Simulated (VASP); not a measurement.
Here is a VASP 6.6.1 calculation.

File POSCAR:

```
CdTe
1.0
    0.0000000000      3.3257883152      3.2446715270
    3.2446715270      0.0000000000      3.2446715270
    3.2446715270      3.3257883152      0.0000000000
Cd Te
1 1
Direct
    0.0000000000      0.0000000000      0.0000000000
    0.7500000000      0.7500000000      0.7500000000
```

INCAR.step1

```
PREC = Accurate
ENCUT = 550
ISMEAR = 0
SIGMA = 0.05
LREAL = False
LASPH = True
NELM = 120
NBANDS = 16
GGA = PE
ALGO = Normal
EDIFF = 1E-5
LWAVE = True
LCHARG = False
GGA_COMPAT = False
```

The input INCAR.step2:

```
PREC = Accurate
ENCUT = 550
EDIFF = 1E-6
ISMEAR = 0
SIGMA = 0.05
LREAL = False
LASPH = True
NELM = 120
ALGO = Normal
ISIF = 2
LWAVE = False
LCHARG = True
METAGGA = R2SCAN
LMIXTAU = True
LELF = True
LVHAR = True
NBANDS = 16
ISTART = 1
GGA_COMPAT = False
```

Contents of KPOINTS:

```
regular mesh
0
Gamma
  8 8 8
```

Potentials or basis: VASP PAW PBE potentials, release 64 (Cd, Te).

Command:

```console
$ cat potpaw_PBE.64/Cd/POTCAR potpaw_PBE.64/Te/POTCAR > POTCAR
$ cp INCAR.step1 INCAR
$ mpirun -np 1 vasp_std > vasp.out
$ cp INCAR.step2 INCAR
$ mpirun -np 1 vasp_std > vasp.out
```

(1) Estimate the band gap on the k mesh.

(2) Predict the pressure.

Results:

(1) 1.15 eV, direct.

(2) 0.4 GPa.

Caveat: the PAW data sets were made with another functional, which shifts forces and pressure a little; spin-orbit coupling is left out, which moves the levels of the heavy elements.
